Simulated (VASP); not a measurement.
Runs of VASP 6.6.1 on MgO. The structure is that of space group P-6m2 (No. 187), or close to it. The cells are those of the table. 

```tsv
cell	gap on the mesh (eV)	pressure (GPa)
a = 2.918, b = 2.918, c = 2.662 Å, angles 90.0, 90.0, 120.0°, 2 atoms	3.08	-1.6
a = 3.005, b = 3.005, c = 2.741 Å, angles 90.0, 90.0, 120.0°, 2 atoms	(b)	(a)
a = 2.948, b = 2.948, c = 2.689 Å, angles 90.0, 90.0, 120.0°, 2 atoms	(c)	-5.6
a = 2.977, b = 2.977, c = 2.715 Å, angles 90.0, 90.0, 120.0°, 2 atoms	2.65	-9.1
a = 2.888, b = 2.888, c = 2.634 Å, angles 90.0, 90.0, 120.0°, 2 atoms	3.32	3.1
```

Alike in all rows: task single point; level PBEsol; potentials or basis VASP PAW PBE potentials, release 64 (Mg, O); no spin polarisation; k mesh 7 × 7 × 6; cutoff (eV) 520; smearing gaussian 0.01 eV.

Q: Estimate the missing entries.

A: (a) -12.0; (b) 2.46; (c) 2.86.

Caveats: the PAW data sets were made with another functional, which shifts forces and pressure a little.

A k mesh can miss the band edges.
